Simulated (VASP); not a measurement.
A run of VASP 6.6.1:

INCAR

```
PREC = Accurate
ENCUT = 500
EDIFF = 1E-6
ISMEAR = 0
SIGMA = 0.1
LREAL = False
LASPH = True
NELM = 120
ALGO = Normal
ISIF = 2
LWAVE = False
LCHARG = False
GGA = PE
NBANDS = 16
GGA_COMPAT = False
```

KPOINTS

```
regular mesh
0
Gamma
  6 6 6
```

Contents of POSCAR:

```
InAs
1.0
    0.0000000000      2.9279777901      2.9279777901
    2.9279777901      0.0000000000      2.9279777901
    2.9279777901      2.9279777901      0.0000000000
In As
1 1
Direct
    0.0000000000      0.0000000000      0.0000000000
    0.5000000000      0.5000000000      0.5000000000
```

Potentials or basis: VASP PAW PBE potentials, release 64 (In_d, As).

Run with:

```sh
$ cat potpaw_PBE.64/In_d/POTCAR potpaw_PBE.64/As/POTCAR > POTCAR
$ mpirun -np 1 vasp_std > vasp.out
```

Hardware: 1 thread of Intel Xeon 8259CL (shared host).

Question: Estimate the wall time of this run.

Answer: Run time: 19 s on 1 thread of Intel Xeon 8259CL, with other jobs on the host, peak memory 0.17 GiB. Counts: scf iterations 12, k points 16.
